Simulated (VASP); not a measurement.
Write the native input for VASP 6.6.1 that does the following.

* Task: single point
* Functional: PBE
* Potentials or basis: VASP PAW PBE potentials, release 64 (Al, Co)
* Cutoff: 600 eV
* k mesh: 6 × 6 × 6
* Occupations: gaussian, width 0.1 eV
* Spin: no spin polarisation
* Dipole correction: no
* Further INCAR settings: ALGO = Normal; EDIFF = 1e-06; NBANDS = 13

The structure of AlCo lies in POSCAR:

```
AlCo
1.0
    2.8523181688      0.0000000000      0.0000000000
    0.0000000000      2.8523181688      0.0000000000
    0.0000000000      0.0000000000      2.8523181688
Al Co
1 1
Direct
    0.0000000000      0.0000000000      0.0000000000
    0.5000000000      0.5000000000      0.5000000000
```

One way to write it, as run:

INCAR

```
PREC     = Accurate       # precision mode
ENCUT    = 600            # plane-wave cutoff, eV
EDIFF    = 1E-6           # SCF threshold, eV
ISMEAR   = 0              # smearing method
SIGMA    = 0.1            # smearing width, eV
LREAL    = F              # projectors in reciprocal space
LASPH    = T              # aspherical terms in the spheres
NELM     = 120            # most SCF steps
ALGO     = Normal         # electronic algorithm
ISIF     = 2              # what is computed and relaxed
LWAVE    = F              # write WAVECAR
LCHARG   = F              # write CHGCAR
GGA      = PE             # functional
NBANDS   = 13             # bands
GGA_COMPAT= F
```

KPOINTS

```
Automatic mesh
0
Gamma
  6 6 6
```

Potentials or basis: VASP PAW PBE potentials, release 64 (Al, Co).

Launch:

```console
$ cat potpaw_PBE.64/Al/POTCAR potpaw_PBE.64/Co/POTCAR > POTCAR
$ mpirun -np 1 vasp_std > vasp.out
```

It gave:

The pressure is 0.1 GPa and the band gap on the k mesh is zero (band 6 reaches 12.93 eV, above the bottom of band 7 at 10.33 eV).

Caveat: the k points lie up to 0.37 Å⁻¹ apart.

It took 3.8 s on 1 thread of Intel(R) Xeon(R) Platinum 8488C (Sapphire Rapids), on a shared host, peak memory 0.13 GiB.
